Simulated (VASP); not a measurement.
# TaN (I4/mmm) in VASP: a series of runs

TaN is run at these levels: PBEsol; tasks: single point.

All numbers are computed with VASP 6.6.1; they aren't measurements. Logs are shortened: lines on timing, memory, paths and dates and some standing lists are left out, and cuts for length are marked.

## (1) The cell of the first run

The structure is tetragonal, space group I4/mmm (No. 139). The conventional cell has a = 3.020 Å, b = 3.020 Å, c = 4.358 Å, α = 90.00°, β = 90.00°, γ = 90.00°. Ta (site symmetry 4/mmm) has 6 N at 2.14 to 2.18 Å within 2.8 Å. Within 2.8 Å of N (site symmetry 4/mmm) lie 6 Ta at 2.14 to 2.18 Å.

## (2) Single point, PBEsol (strain -0.0200 x Voigt [1, 1, 0, 0, 0, 0])

INCAR

```
ALGO = Normal ; EDIFF = 1E-6
ENCUT = 520 ; GGA = PS
ISIF = 2 ; ISMEAR = 0
LASPH = T ; LCHARG = T
LELF = T ; LREAL = F
LVHAR = T ; LWAVE = F
NBANDS = 15 ; NELM = 100
PREC = Accurate ; SIGMA = 0.15
```

KPOINTS

```
k-points
0
Gamma
  18 18 18
```

POSCAR

```
TaN
1.0
    0.0000000000      2.1354200000      2.1790000000
    2.1354200000      0.0000000000      2.1790000000
    2.1354200000      2.1354200000      0.0000000000
Ta N
1 1
Direct
    0.5000000000      0.5000000000      0.5000000000
    0.0000000000      0.0000000000      0.0000000000
```

Potentials or basis: VASP PAW PBE potentials, release 64 (Ta_pv, N).

The run is started by

```bash
$ cat potpaw_PBE.64/Ta_pv/POTCAR potpaw_PBE.64/N/POTCAR > POTCAR
$ mpirun -np 1 vasp_std > vasp.out
```

OUTCAR:

```text
EDIFF = 1E-6
   ENCUT = 520
   GGA = PS
   ISIF = 2
   ISMEAR = 0
   LASPH = T
   LREAL = F
   NELM = 100
   PREC = Accurate

 ion  position               nearest neighbor table
   1  0.500  0.500  0.500-   2 2.14   2 2.14   2 2.14   2 2.14   2 2.18   2 2.18
   2  0.000  0.000  0.000-   1 2.14   1 2.14   1 2.14   1 2.14   1 2.18   1 2.18

  LATTYP: Found a body centered tetragonal cell.
 ALAT       =     3.0199399254
 C/A-ratio  =     1.4430750636

  Lattice vectors:

 A1 = (  -2.1354200000,   0.0000000000,   2.1790000000)
 A2 = (   2.1354200000,   0.0000000000,   2.1790000000)
 A3 = (   0.0000000000,   2.1354200000,  -2.1790000000)

Analysis of symmetry for initial positions (statically):
=====================================================================
 Subroutine PRICEL returns:
 Original cell was already a primitive cell.

 Routine SETGRP: Setting up the symmetry group for a
 body centered tetragonal supercell.

 Subroutine GETGRP returns: Found 16 space group operations
 (whereof 16 operations were pure point group operations)
 out of a pool of 16 trial point group operations.

The static configuration has the point symmetry D_4h.

Analysis of symmetry for dynamics (positions and initial velocities):
=====================================================================
 Subroutine PRICEL returns:
 Original cell was already a primitive cell.

 Routine SETGRP: Setting up the symmetry group for a
 body centered tetragonal supercell.

 Subroutine GETGRP returns: Found 16 space group operations
 (whereof 16 operations were pure point group operations)
 out of a pool of 16 trial point group operations.

The dynamic configuration has the point symmetry D_4h.

 Subroutine INISYM returns: Found 16 space group operations
 (whereof 16 operations are pure point group operations),
 and found     1 'primitive' translations

----------------------------------------------------------------------------------------

                                     Primitive cell

  volume of cell :      19.8726

  direct lattice vectors                    reciprocal lattice vectors
     0.000000000  2.135420000  2.179000000    -0.234145976  0.234145976  0.229463056
     2.135420000  0.000000000  2.179000000     0.234145976 -0.234145976  0.229463056
     2.135420000  2.135420000  0.000000000     0.234145976  0.234145976 -0.229463056

  length of vectors
     3.050911270  3.050911270  3.019939925     0.402867187  0.402867187  0.402867187

  position of ions in fractional coordinates (direct lattice)
     0.500000000  0.500000000  0.500000000
     0.000000000  0.000000000  0.000000000

  ion indices of the primitive-cell ions
   primitive index   ion index
                 1           1
                 2           2

----------------------------------------------------------------------------------------

 KPOINTS: k-points

Automatic generation of k-mesh.
 Grid dimensions read from file:
 generate k-points for:   18   18   18

 Generating k-lattice:

  Cartesian coordinates                     Fractional coordinates (reciprocal lattice)
    -0.013008110  0.013008110  0.012747948     0.055555556  0.000000000  0.000000000
     0.013008110 -0.013008110  0.012747948     0.000000000  0.055555556  0.000000000
     0.013008110  0.013008110 -0.012747948     0.000000000  0.000000000  0.055555556

  Length of vectors
     0.022381510  0.022381510  0.022381510

  Shift w.r.t. Gamma in fractional coordinates (k-lattice)
     0.000000000  0.000000000  0.000000000

 Subroutine IBZKPT returns following result:
 ===========================================

 Found    480 irreducible k-points:

 Following reciprocal coordinates:
            Coordinates               Weight
  0.000000  0.000000  0.000000      1.000000
  0.055556  0.000000  0.000000      8.000000
  0.111111  0.000000  0.000000      8.000000
  0.166667  0.000000  0.000000      8.000000
  0.222222  0.000000  0.000000      8.000000
  0.277778  0.000000  0.000000      8.000000
[... 16 lines left out ...]
 -0.277778  0.055556  0.000000      8.000000
 -0.222222  0.055556  0.000000      8.000000
 [... further k-points ...]
   k-points           NKPTS =    480   k-points in BZ     NKDIM =    480   number of bands    NBANDS=     15
   number of dos      NEDOS =    301   number of ions     NIONS =      2
   total plane-waves  NPLWV =  13824
   dimension x,y,z NGX =    24 NGY =   24 NGZ =   24
   dimension x,y,z NGXF=    48 NGYF=   48 NGZF=   48
   ions per type =               1   1
   NGX,Y,Z   is equivalent  to a cutoff of  13.08, 13.08, 13.21 a.u.
   NGXF,Y,Z  is equivalent  to a cutoff of  26.16, 26.16, 26.42 a.u.
 SYSTEM =  unknown system
   PREC   = accura    normal or accurate (medium, high low for compatibility)
   ISTART =      0    job   : 0-new  1-cont  2-samecut
   ICHARG =      2    charge: 1-file 2-atom 10-const
   ISPIN  =      1    spin polarized calculation?
   LNONCOLLINEAR =      F non collinear calculations
   LSORBIT =      F    spin-orbit coupling
   LASPH  =      T    aspherical Exc in radial PAW
   ENCUT  =  520.0 eV  38.22 Ry    6.18 a.u.   5.67  5.67  5.62*2*pi/ulx,y,z
   NELM   =    100;   NELMIN=  2; NELMDL= -5     # of ELM steps
   EDIFF  = 0.1E-05   stopping-criterion for ELM
   LREAL  =      F    real-space projection
   EDIFFG = 0.1E-04   stopping-criterion for IOM
   NSW    =      0    number of steps for IOM
   IBRION =     -1    ionic relax: 0-MD 1-quasi-New 2-CG
   NFREE  =      0    steps in history (QN), initial steepest desc. (CG)
   ISIF   =      2    stress and relaxation
   ISYM   =      2    0-nonsym 1-usesym 2-fastsym
   POTIM  = 0.5000    time-step for ionic-motion
   TEBEG  =    0.0;   TEEND  =   0.0 temperature during run
   PSTRESS=    0.0 pullay stress
   NELECT =      16.0000    total number of electrons
   NUPDOWN=      -1.0000    fix difference up-down
   EMIN   =  10.00;   EMAX   =-10.00  energy-range for DOS
   EFERMI =   0.00;   METHOD = LEGACY
   ISMEAR =     0;   SIGMA  =   0.15  broadening in eV -4-tet -1-fermi 0-gaus
   EFERMI_NEDOS =   21; number of points for ismear=-14 and -15
   IALGO  =     38    algorithm
   IMIX   =      4    mixing-type and parameters
     AMIX     =   0.40;   BMIX     =  1.00
     AMIX_MAG =   1.60;   BMIX_MAG =  1.00
  volume/ion in A,a.u.               =       9.94        67.05
  Fermi-wavevector in a.u.,A,eV,Ry     =   1.522989  2.878033 31.558668  2.319497
  Thomas-Fermi vector in A             =   2.631494
   LORBIT       =      0    0 simple, 1 ext, 2 COOP (PROOUT), +10 PAW based schemes
   GGA     = PS    functional components
   LHFCALC =     F    Hartree Fock is set to
   AEXX    =    0.0000 exact exchange contribution
   IVDW    =     0    specifies the selected vdW correction
   LEPSILON=     F    determine dielectric tensor
   LRPA    =     F    only Hartree local field effects (RPA)
 non-spin polarized calculation
 Gauss-broadening in eV      SIGMA  =   0.15
  energy-cutoff  :      520.00
  volume of cell :       19.87
 maximum number of plane-waves:       550
   NGX = 11   NGY = 11   NGZ = 11

 number of electron      15.9999997 magnetization

 Free energy of the ion-electron system (eV)
  ---------------------------------------------------
  ext. energy  EPLUGINS =         0.00000000
  ---------------------------------------------------
  free energy    TOTEN  =       -23.12773862 eV

  energy without entropy =      -23.11906904  energy(sigma->0) =      -23.12340383

 E-fermi :  10.1702     XC(G=0): -13.9645

 val. band max:       10.1669313410   @ k =   0.2778   0.0000   0.0556
 cond. band min:      10.1747192930   @ k =  -0.3333   0.3333   0.1667
 fundamental gap:      0.0077879520
 Fermi energy:        10.1701590284

 k-point     1 :       0.0000    0.0000    0.0000
  band No.  band energies     occupation
      1     -25.4170      2.00000
      2     -25.4084      2.00000
      3     -25.4084      2.00000
      4      -9.2147      2.00000
      5       6.0952      2.00000
      6       6.2094      2.00000
      7       6.2094      2.00000
      8       7.6567      2.00000
      9       7.9233      2.00000
     10       7.9233      2.00000
     11       9.9721      1.93821
     12      10.3551      0.08121
     13      12.3941      0.00000
     14      19.5640      0.00000
     15      22.6875      0.00000

 k-point     2 :       0.0556    0.0000    0.0000
  band No.  band energies     occupation
      1     -25.4486      2.00000
      2     -25.4175      2.00000
      3     -25.4110      2.00000
      4      -9.1270      2.00000
      5       5.7016      2.00000
      6       5.8376      2.00000
      7       5.9013      2.00000
      8       7.8453      2.00000
      9       8.0559      2.00000
     10       8.1095      2.00000
     11      10.3187      0.16139
     12      10.7112      0.00000
     13      12.6219      0.00000
     14      19.8213      0.00000
     15      22.6873      0.00000

 k-point     3 :       0.1111    0.0000    0.0000
  band No.  band energies     occupation
      1     -25.5534      2.00000
      2     -25.4284      2.00000
      3     -25.4186      2.00000
      4      -8.8723      2.00000
      5       4.7866      2.00000
      6       5.1540      2.00000
      7       5.2340      2.00000
      8       8.2128      2.00000
      9       8.3715      2.00000
     10       8.4336      2.00000
     11      11.1797      0.00000
     12      11.5974      0.00000
     13      13.2278      0.00000
     14      20.5496      0.00000
     15      22.6869      0.00000

 k-point     4 :       0.1667    0.0000    0.0000
  band No.  band energies     occupation
      1     -25.7106      2.00000
      2     -25.4446      2.00000
      3     -25.4301      2.00000
      4      -8.4741      2.00000
      5       3.7221      2.00000
      6       4.4196      2.00000
      7       4.4926      2.00000
      8       8.6794      2.00000
      9       8.7822      2.00000
     10       8.8245      2.00000
     11      12.2929      0.00000
     12      12.7498      0.00000
     13      14.0414      0.00000
     14      21.6093      0.00000
     15      22.6859      0.00000
[... 307 lines left out ...]
 k-point    22 :      -0.3333    0.0556    0.0000
  band No.  band energies     occupation
      1     -26.3126      2.00000
      2     -25.5461      2.00000
      3     -25.4669      2.00000
      4      -6.5855      2.00000
      5       0.4016      2.00000
      6       2.4572      2.00000
      7       2.6963      2.00000
      8      10.2868      0.27136
      9      10.7541      0.00000
     10      11.7992      0.00000
     11      14.9562      0.00000
     12      16.5114      0.00000
     13      17.5033      0.00000
     14      22.5870      0.00000
     15      23.0794      0.00000

 k-point    23 :      -0.2778    0.0556    0.0000
  band No.  band energies     occupation
      1     -26.1542      2.00000
      2     -25.5292      2.00000
      3     -25.4503      2.00000
      4      -7.1441      2.00000
      5       1.2323      2.00000
      6       2.8378      2.00000
      7       3.1521      2.00000
      8       9.6535      2.00000
      9      10.0167      1.85209
     10      11.0564      0.00000
     11      14.0380      0.00000
     12      16.1883      0.00000
     13      16.4083      0.00000
     14      22.6526      0.00000
     15      23.3250      0.00000

 k-point    24 :      -0.2222    0.0556    0.0000
  band No.  band energies     occupation
      1     -25.9719      2.00000
      2     -25.5076      2.00000
      3     -25.4344      2.00000
      4      -7.7130      2.00000
      5       2.1766      2.00000
      6       3.3457      2.00000
      7       3.7169      2.00000
      8       9.1754      2.00000
      9       9.3337      2.00000
     10      10.2772      0.31306
     11      12.9007      0.00000
     12      15.1749      0.00000
     13      15.5895      0.00000
     14      22.6732      0.00000
     15      23.1258      0.00000

 [... further k-points ...]

------------------------ aborting loop because EDIFF is reached ----------------------------------------

  FORCE on cell =-STRESS in cart. coord.  units (eV):
  Direction    XX          YY          ZZ          XY          YZ          ZX
  --------------------------------------------------------------------------------------
  -------------------------------------------------------------------------------------
  Total        3.4949916      3.4949916      1.4796339      0.0000000     -0.0000000      0.0000000
  in kB      281.7752742    281.7752742    119.2919198      0.0000000     -0.0000000      0.0000000
  external PRESSURE =     227.6141561 kB  Pullay stress =       0.0000000 kB

 VOLUME and BASIS-vectors are now :
 -----------------------------------------------------------------------------
  energy-cutoff  :      520.00
  volume of cell :       19.87
      direct lattice vectors                 reciprocal lattice vectors
     0.000000000  2.135420000  2.179000000    -0.234145976  0.234145976  0.229463056
     2.135420000  0.000000000  2.179000000     0.234145976 -0.234145976  0.229463056
     2.135420000  2.135420000  0.000000000     0.234145976  0.234145976 -0.229463056

 POSITION                                       TOTAL-FORCE (eV/Angst)
 -----------------------------------------------------------------------------------
      2.13542      2.13542      2.17900         0.000000      0.000000      0.000000
      0.00000      0.00000      0.00000        -0.000000     -0.000000      0.000000
 -----------------------------------------------------------------------------------
    total drift:                                0.000000     -0.000000     -0.000000

  FREE ENERGIE OF THE ION-ELECTRON SYSTEM (eV)
  ---------------------------------------------------
  free  energy   TOTEN  =       -23.1277386177 eV

  energy  without entropy=      -23.1190690395  energy(sigma->0) =      -23.12340383
```

Run time: 40 s. Hardware: 1 thread of Intel Xeon 6975P-C (Granite Rapids), shared host; peak memory 0.26 GiB.

What came out:

- Free energy: -23.1277 eV
- Pressure: 22.8 GPa
- Band gap on the k mesh: zero (band 8 reaches 12.21 eV, above the bottom of band 9 at 7.92 eV)

Stress tensor (GPa, compression positive):
```
28.18  0.00  0.00
 0.00 28.18  0.00
 0.00  0.00 11.93
```

Levels at points of the mesh, in eV from the Fermi level:
```csv
k point,band 5,band 6,band 7,band 8,band 9,band 10,band 11,band 12
"(0.00, 0.00, 0.00)",-4.07,-3.96,-3.96,-2.51,-2.25,-2.25,-0.20,0.18
"(0.50, 0.00, 0.00)",-10.98,-8.12,-8.10,2.04,2.15,2.28,4.02,7.99
"(0.50, 0.50, 0.00)",-6.92,-5.97,-4.70,-4.70,2.30,3.95,3.95,5.26
"(0.50, 0.00, 0.50)",-6.68,-6.01,-4.87,-4.75,2.29,3.80,4.11,5.36
```

Caveat: the cell differs from its parent crystal (strain -0.0200 x Voigt [1, 1, 0, 0, 0, 0]); the PAW data sets were made with another functional, which shifts forces and pressure a little; spin-orbit coupling is left out, which moves the levels of the heavy elements.

## (3) Single point, PBEsol (strain -0.0100 x Voigt [1, 1, 0, 0, 0, 0])

INCAR

```
SYSTEM = TaN
ALGO = Normal
EDIFF = 1E-7
ENCUT = 520
GGA = PS
ISIF = 2
ISMEAR = 0
LASPH = .TRUE.
LCHARG = .FALSE.
LREAL = .FALSE.
LWAVE = .FALSE.
NBANDS = 15
NELM = 80
PREC = Accurate
SIGMA = 0.15
```

KPOINTS

```
k-points
0
G
  18 18 18
  0 0 0
```

POSCAR

```
TaN
1.0
    0.0000000000      2.1572100000      2.1790000000
    2.1572100000      0.0000000000      2.1790000000
    2.1572100000      2.1572100000      0.0000000000
Ta N
1 1
Direct
    0.5000000000      0.5000000000      0.5000000000
    0.0000000000      0.0000000000      0.0000000000
```

Potentials or basis: VASP PAW PBE potentials, release 64 (Ta_pv, N).

The run is started by

```bash
$ cat potpaw_PBE.64/Ta_pv/POTCAR potpaw_PBE.64/N/POTCAR > POTCAR
$ mpirun -np 1 vasp_std > vasp.out
```

Run time: 48 s. Hardware: 1 thread of Intel Xeon 6975P-C (Granite Rapids), shared host; peak memory 0.26 GiB.

The run converged. Its results:

* Free energy: -23.1841 eV
* Pressure: 13.6 GPa
* Band gap on the k mesh: zero (band 8 reaches 11.94 eV, above the bottom of band 9 at 7.70 eV)

Stress tensor (GPa, compression positive):
```
16.11  0.00  0.00
 0.00 16.11  0.00
 0.00  0.00  8.67
```

Levels at points of the mesh, in eV from the Fermi level:
```csv
k point,band 5,band 6,band 7,band 8,band 9,band 10,band 11,band 12
"(0.00, 0.00, 0.00)",-3.97,-3.92,-3.92,-2.36,-2.23,-2.23,-0.07,0.10
"(0.50, 0.00, 0.00)",-10.81,-7.95,-7.94,2.01,2.08,2.17,3.95,7.92
"(0.50, 0.50, 0.00)",-6.81,-5.83,-4.70,-4.70,2.23,3.83,3.83,5.05
"(0.50, 0.00, 0.50)",-6.69,-5.85,-4.77,-4.72,2.23,3.76,3.90,5.09
```

Caveat: the cell differs from its parent crystal (strain -0.0100 x Voigt [1, 1, 0, 0, 0, 0]); the PAW data sets were made with another functional, which shifts forces and pressure a little; spin-orbit coupling is left out, which moves the levels of the heavy elements.

[end of part 1 of 2]
